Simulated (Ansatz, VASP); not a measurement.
**Y3Sn in VASP and in Ansatz**

Contents of INCAR:

```
SYSTEM = Y3Sn
  PREC = Accurate
  ENCUT = 500
  EDIFF = 1E-6
  ISMEAR = 0
  SIGMA = 0.3
  LREAL = .False.
  LASPH = .True.
  NELM = 120
  ALGO = Normal
  ISIF = 2
  LWAVE = .False.
  LCHARG = .True.
  GGA = CA
  LELF = .True.
  LVHAR = .True.
  NBANDS = 32
  GGA_COMPAT = .False.
```

Contents of KPOINTS:

```
Automatic mesh
0
Gamma
  5 5 5
  0 0 0
```

The input POSCAR:

```
Y3Sn
1.0
    0.0000000000      3.8460590000      3.8460590000
    3.8460590000      0.0000000000      3.8460590000
    3.8460590000      3.8460590000      0.0000000000
Y Sn
3 1
Direct
    0.0000000000      0.0000000000      0.0000000000
    0.2500000000      0.2500000000      0.2500000000
    0.7500000000      0.7500000000      0.7500000000
    0.5000000000      0.5000000000      0.5000000000
```

Input for Ansatz:

```yaml
crystal:
  lattice:
    bravais: fcc
    a: 7.692118
  space_group: 225
  atoms:
    - { symbol: "Y", position: [0.0, 0.0, 0.0] }
    - { symbol: "Y", position: [0.25, 0.75, 0.75] }
    - { symbol: Sn, position: [0.5, 0.0, 0.0] }
  reduce_to_primitive: true
basis:
  ecutwfc: 470.0
kpoints:
  mp_grid:
    grid: [5, 5, 5]
hamiltonian:
  xc: lda
scf:
  occupations:
    method: gaussian
    width: 0.3
output:
  stress: true
```

Alike in both runs: task single point; functional LDA; k mesh 5 × 5 × 5; occupations gaussian, width 0.3 eV; no spin polarisation.

```csv
,VASP,Ansatz
version,VASP 6.6.1,Ansatz 0.2.0
potentials or method,"VASP PAW LDA potentials, release 64 (Y_sv, Sn_d), cutoff 500 eV","plane waves, PAW"
valence electrons in the cell,47,47
```

|  | VASP | Ansatz | Ansatz less VASP |
| --- | --- | --- | --- |
| pressure (GPa) | -4.5 | -4.5 | +0.05 |

LDA's correlation is that of Perdew and Zunger in VASP and of Perdew and Wang (1992) in Ansatz.
